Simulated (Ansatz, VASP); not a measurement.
One calculation of HgTe, two programs

POSCAR

```
HgTe
1.0
    0.0000000000      2.9215000000      2.9215000000
    2.9215000000      0.0000000000      2.9215000000
    2.9215000000      2.9215000000      0.0000000000
Hg Te
1 1
Direct
    0.0000000000      0.0000000000      0.0000000000
    0.5000000000      0.5000000000      0.5000000000
```

Contents of INCAR.step1:

```
SYSTEM = HgTe
PREC = Accurate
ENCUT = 520
ISMEAR = -1
SIGMA = 0.08
LREAL = .False.
LASPH = .True.
NELM = 60
NBANDS = 16
GGA = PE
ALGO = Normal
EDIFF = 1E-4
LWAVE = .True.
LCHARG = .False.
```

The input INCAR.step2:

```
SYSTEM = HgTe
PREC = Accurate
ENCUT = 520
EDIFF = 1E-8
ISMEAR = -1
SIGMA = 0.08
LREAL = .False.
LASPH = .True.
NELM = 60
ALGO = Normal
ISIF = 2
LWAVE = .False.
LCHARG = .False.
METAGGA = R2SCAN
LMIXTAU = .True.
LEFG = .True.
NBANDS = 16
ISTART = 1
```

File KPOINTS:

```
regular mesh
0
Gamma
  10 10 10
  0 0 0
```

Input for Ansatz:

```yaml
crystal:
  lattice:
    - [0.0, 2.9215, 2.9215]
    - [2.9215, 0.0, 2.9215]
    - [2.9215, 2.9215, 0.0]
  atoms:
    - { symbol: Hg, position: [0.0, 0.0, 0.0] }
    - { symbol: Te, position: [0.5, 0.5, 0.5] }
kpoints:
  mp_grid: { grid: [10, 10, 10] }
  band_path:
    path:
      - [0.0, 0.0, 0.0]
      - [0.5, 0.0, 0.5]
      - [0.625, 0.25, 0.625]
      - [0.375, 0.375, 0.75]
      - [0.0, 0.0, 0.0]
      - [0.5, 0.5, 0.5]
      - [0.5, 0.25, 0.75]
      - [0.5, 0.0, 0.5]
    npoints: 5
scf:
  occupations: { method: fermi_dirac, width: 0.08 }
hamiltonian:
  xc: r2scan
  pseudopotentials: { kind: paw }
output:
  forces: true
  stress: true
  eigenvalues: true
  efg: { contact_densities: true }
```

Alike in both runs: task electric field gradients; functional r2SCAN; k mesh 10 × 10 × 10; occupations fermi-dirac, width 0.08 eV; no spin polarisation.

|  | VASP | Ansatz |
| --- | --- | --- |
| version | VASP 6.6.1 | Ansatz 0.2.0 |
| potentials or method | VASP PAW PBE potentials, release 64 (Hg, Te) | PAW with Ansatz's default frozen-core files, scalar-relativistic |
| plane-wave cutoff (eV) | 520 | 500 |
| valence electrons in the cell | 18 | 36 |

|  | VASP | Ansatz | Ansatz less VASP |
| --- | --- | --- | --- |
| pressure (GPa) | 9.5 | 9.2 | -0.33 |

VASP's potentials were made for PBE, not for r2SCAN. VASP's potentials hold 18 valence electrons a cell and Ansatz's 36, so a difference there can come from the potentials and not from the codes.

Spin-orbit coupling is off throughout.
